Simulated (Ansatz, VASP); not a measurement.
One calculation of Li, two programs

```
Li
1.0
     0.00000    2.20200    2.20200
     2.20200    0.00000    2.20200
     2.20200    2.20200    0.00000
Li
1
Direct
  0.00000 0.00000 0.00000
```

Alike in both runs: functional BLYP; k mesh 10 × 10 × 10; occupations methfessel-paxton of order 1, width 0.1 eV; no spin polarisation.

|  | VASP | Ansatz |
| --- | --- | --- |
| version | VASP 6.6.1 | Ansatz 0.2.0 |
| potentials or method | VASP PAW PBE potentials, release 64 (Li_sv) | Ansatz PAW polarizable |
| plane-wave cutoff (eV) | 750 | 420 |
| valence electrons in the cell | 3 | 3 |
| task | single point | projected density of states |

Ansatz gave:

| Property | Result |
| --- | --- |
| gap on the k mesh at the Fermi level (eV) | none |
| pressure (GPa) | -0.8 |

Q: Estimate VASP's values.

A: gap on the k mesh at the Fermi level (eV): none; pressure (GPa): -0.9.

VASP's potentials were made for PBE, not for BLYP. A gap of «none» marks a metal or a gap that the smearing closes. The functional is the same, so the differences come from potentials, cutoffs and numerics.

Noted on Ansatz's run: the potentials were made for another functional, which shifts forces and pressure.
